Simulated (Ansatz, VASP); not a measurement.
# NaCaI3 in VASP and in Ansatz

The input POSCAR:

```
NaCaI3
1.0
    6.1871567028      0.0000000000      0.0000000000
    0.0000000000      6.1258977255      0.0000000000
    0.0000000000      0.0000000000      6.1258977255
Na Ca I
1 1 3
Direct
    0.0000000000      0.0000000000      0.0000000000
    0.5000000000      0.5000000000      0.5000000000
    0.5000000000      0.5000000000      0.0000000000
    0.5000000000      0.0000000000      0.5000000000
    0.0000000000      0.5000000000      0.5000000000
```

INCAR.step1

```
PREC = Accurate ; ENCUT = 520
ISMEAR = 0 ; SIGMA = 0.01
LREAL = False ; LASPH = True
NELM = 60 ; NBANDS = 27
GGA = PE ; ALGO = Normal
EDIFF = 1E-4 ; LWAVE = True
LCHARG = False
```

INCAR.step2

```
PREC = Accurate ; ENCUT = 520
EDIFF = 1E-6 ; ISMEAR = 0
SIGMA = 0.01 ; LREAL = False
LASPH = True ; NELM = 60
ALGO = Normal ; ISIF = 2
LWAVE = False ; LCHARG = False
METAGGA = R2SCAN ; LMIXTAU = True
NBANDS = 27 ; ISTART = 1
```

The input KPOINTS:

```
Automatic mesh
0
Gamma
  4 4 4
```

Input for Ansatz:

```yaml
crystal:
  lattice:
    - [6.1871567028, 0.0, 0.0]
    - [0.0, 6.1258977255, 0.0]
    - [0.0, 0.0, 6.1258977255]
  atoms:
    - { symbol: Na, position: [0.0, 0.0, 0.0] }
    - { symbol: Ca, position: [0.5, 0.5, 0.5] }
    - { symbol: I, position: [0.5, 0.5, 0.0] }
    - { symbol: I, position: [0.5, 0.0, 0.5] }
    - { symbol: I, position: [0.0, 0.5, 0.5] }
kpoints:
  mp_grid: { grid: [4, 4, 4] }
  band_path:
    path: [[0.0, 0.0, 0.0], [0.0, 0.5, 0.0], [0.5, 0.5, 0.0], [0.5, 0.5, 0.5]]
    npoints: 1
hamiltonian:
  xc: r2scan
scf:
  occupations: { method: fixed }
  n_extra_bands: 5
output:
  forces: true
  stress: true
  eigenvalues: true
```

Change from the starting cell: uniaxial_x strain +1.0%.

Alike in both runs: task single point; functional r2SCAN; k mesh 4 × 4 × 4; no spin polarisation.

|  | VASP | Ansatz |
| --- | --- | --- |
| version | VASP 6.6.1 | Ansatz 0.2.0 |
| potentials or method | VASP PAW PBE potentials, release 64 (Na_pv, Ca_sv, I) | plane waves, PAW |
| plane-wave cutoff (eV) | 520 | 500 |
| occupations | gaussian, width 0.01 eV | fixed |
| valence electrons in the cell | 38 | 70 |

Ansatz gave:

| Property | Result |
| --- | --- |
| gap on the k mesh at the Fermi level (eV) | 3.07 |
| pressure (GPa) | -0.2 |
| traceless stress, the component that is largest in VASP (GPa) | -0.19 |

**Question.** Estimate VASP's values.

**Answer.** gap on the k mesh at the Fermi level (eV): 3.06; pressure (GPa): -0.1; traceless stress, the component that is largest in VASP (GPa): -0.19.

VASP's potentials were made for PBE, not for r2SCAN. VASP's potentials hold 38 valence electrons a cell and Ansatz's 70, so a difference there can come from the potentials and not from the codes.

Spin-orbit coupling is off throughout.
